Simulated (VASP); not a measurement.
**CsH: single point with LDA**

The system is CsH.

```
CELL_PARAMETERS angstrom
0.00000 3.31552 3.44304
3.31552 0.00000 3.44304
3.31552 3.31552 0.00000
ATOMIC_POSITIONS crystal
Cs 0.00000 0.00000 0.00000
H 0.50000 0.50000 0.50000
```

This cell differs from its parent crystal: strain +0.040 along x and y, +0.080 along z.

```yaml
Program: VASP 6.6.1
Task: single point
Functional: LDA
Potentials_or_basis: VASP PAW LDA potentials, release 64 (Cs_sv, H)
Cutoff: 520 eV
k_mesh: 8 × 8 × 8
Occupations: gaussian, width 0.05 eV
Spin: no spin polarisation
Dipole_correction: no
Further_INCAR_settings: ALGO = Normal; EDIFF = 1e-07; NBANDS = 12
```

| Item | Value |
| --- | --- |
| Pressure | -2.0 GPa |
| Band gap on the k mesh | 2.09 eV, direct |

Stress tensor (GPa, compression positive):
```
-1.92  0.00  0.00
 0.00 -1.92  0.00
 0.00  0.00 -2.17
```

Levels at points of the mesh, in eV from the valence-band top:
| k point | band 2 | band 3 | band 4 | band 5 | band 6 | band 7 | band 8 | band 9 |
| --- | --- | --- | --- | --- | --- | --- | --- | --- |
| (0.00, 0.00, 0.00) | -8.04 | -8.01 | -8.01 | -1.55 | 4.85 | 5.01 | 5.01 | 5.05 |
| (0.50, 0.00, 0.00) | -8.57 | -8.11 | -8.06 | 0.00 | 2.09 | 4.46 | 4.69 | 6.49 |
| (0.50, 0.50, 0.00) | -8.52 | -8.17 | -8.17 | -0.85 | 3.17 | 4.59 | 7.18 | 7.63 |
| (0.50, 0.00, 0.50) | -8.49 | -8.22 | -8.22 | -0.84 | 3.08 | 4.88 | 7.01 | 7.30 |

It took 96 s on 1 thread of AMD EPYC 7R13 Processor (Zen 3) (shared host), peak memory 0.16 GiB.

Caveat: the cell differs from its parent crystal (strain +0.040 along x and y, +0.080 along z); spin-orbit coupling is left out, which moves the levels of the heavy elements. A k mesh can miss the band edges.
